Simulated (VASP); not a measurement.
Set up this calculation in VASP 6.6.1, as the native input.

* Task: single point
* Functional: PBEsol-based screened hybrid with 25 % exact exchange
* Potentials or basis: VASP PAW PBE potentials, release 64 (Co, O)
* Cutoff: 520 eV
* k mesh: 6 × 6 × 6
* Occupations: fermi-dirac, width 0.05 eV
* Spin: collinear spin, ferromagnetic start
* Starting moments: [2.0, 0.0] μB
* Dipole correction: no
* Grid for exact exchange (PRECFOCK): Normal
* Share of exact exchange: 0.25
* Further INCAR settings: ALGO = Normal; EDIFF = 1e-06; NBANDS = 18
* Screening parameter: 0.207 1/Å

Crystal: CoO.

```
Co O
1.0
     0.00000    2.07934    2.07934
     2.07934    0.00000    2.07934
     2.07934    2.07934    0.00000
Co O
1 1
Cartesian
  0.0000 0.0000 0.0000
  2.0793 2.0793 2.0793
```

One way to write it, as run:

POSCAR

```
CoO
1.0
    0.0000000000      2.0793408225      2.0793408225
    2.0793408225      0.0000000000      2.0793408225
    2.0793408225      2.0793408225      0.0000000000
Co O
1 1
Direct
    0.0000000000      0.0000000000      0.0000000000
    0.5000000000      0.5000000000      0.5000000000
```

INCAR.step1

```
ALGO = Normal
EDIFF = 1E-5
ENCUT = 520
GGA = PE
ISIF = 2
ISMEAR = -1
ISPIN = 2
LASPH = T
LCHARG = F
LMAXMIX = 4
LORBIT = 11
LREAL = F
LWAVE = T
MAGMOM = 2 0
NBANDS = 18
NELM = 150
PREC = Accurate
SIGMA = 0.05
```

INCAR.step2

```
AEXX = 0.25
ALGO = Normal
EDIFF = 1E-6
ENCUT = 520
GGA = PS
HFSCREEN = 0.207
ISIF = 2
ISMEAR = -1
ISPIN = 2
ISTART = 1
LASPH = T
LCHARG = F
LHFCALC = T
LMAXMIX = 4
LORBIT = 11
LREAL = F
LWAVE = F
MAGMOM = 2 0
NBANDS = 18
NELM = 150
PREC = Accurate
PRECFOCK = Normal
SIGMA = 0.05
```

KPOINTS

```
k-points
0
Gamma
  6 6 6
```

Potentials or basis: VASP PAW PBE potentials, release 64 (Co, O).

Command:

```console
$ cat potpaw_PBE.64/Co/POTCAR potpaw_PBE.64/O/POTCAR > POTCAR
$ cp INCAR.step1 INCAR
$ mpirun -np 1 vasp_std > vasp.out
$ cp INCAR.step2 INCAR
$ mpirun -np 1 vasp_std > vasp.out
```

Results of the run:

```
Pressure                                              : 0.2 GPa
Band gap on the k mesh                                : zero (filled and empty bands overlap)
Net moment                                            : 2.99 μB per cell
Site moments                                          : Co +2.70; O +0.28 μB
Valence electrons inside the program's atomic spheres : Co 7.88; O 5.06
```

Caveat: the k points lie up to 0.44 Å⁻¹ apart, too coarse for converged energies and pressures of a metal; the PAW data sets were made with another functional, which shifts forces and pressure a little; a cell with one magnetic atom can't hold antiferromagnetic order, which such compounds often take.

Wall time 45 min on 1 thread of AMD EPYC 7R13 Processor (Zen 3) (shared host), peak memory 0.24 GiB.
